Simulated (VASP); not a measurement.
Input of a VASP 6.6.1 run:

File POSCAR:

```
Ru
1.0
    2.7059477279      0.0000000000      0.0000000000
   -1.3529738639      2.3434194737      0.0000000000
    0.0000000000      0.0000000000      4.2579056513
Ru
2
Direct
    0.3333333333      0.6666666667      0.2500000000
    0.6666666667      0.3333333333      0.7500000000
```

Contents of INCAR.step1:

```
  PREC = Accurate
  ENCUT = 620
  ISMEAR = 1
  SIGMA = 0.6
  LREAL = False
  LASPH = True
  NELM = 120
  NBANDS = 23
  GGA = PE
  ALGO = Normal
  EDIFF = 1E-5
  LWAVE = True
  LCHARG = False
  GGA_COMPAT = False
```

File INCAR.step2:

```
  PREC = Accurate
  ENCUT = 620
  EDIFF = 1E-6
  ISMEAR = 1
  SIGMA = 0.6
  LREAL = False
  LASPH = True
  NELM = 120
  ALGO = Normal
  ISIF = 2
  LWAVE = False
  LCHARG = True
  METAGGA = R2SCAN
  LMIXTAU = True
  LELF = True
  LVHAR = True
  NBANDS = 23
  ISTART = 1
  GGA_COMPAT = False
```

KPOINTS

```
Automatic mesh
0
Gamma
  13 13 8
```

Potentials or basis: VASP PAW PBE potentials, release 64 (Ru_sv).

Command:

```sh
$ cat potpaw_PBE.64/Ru_sv/POTCAR > POTCAR
$ cp INCAR.step1 INCAR
$ mpirun -np 1 vasp_std > vasp.out
$ cp INCAR.step2 INCAR
$ mpirun -np 1 vasp_std > vasp.out
```

Estimate the band gap on the k mesh.

zero (bands 16 and 17 overlap by 3.25 eV).

What does it give for the pressure?

-0.2 GPa.

Stress tensor (GPa, compression positive):
```
-0.35  0.00  0.00
 0.00 -0.35  0.00
 0.00  0.00 -0.01
```

Caveat: so wide a smearing shifts energies and pressures; the PAW data sets were made with another functional, which shifts forces and pressure a little.
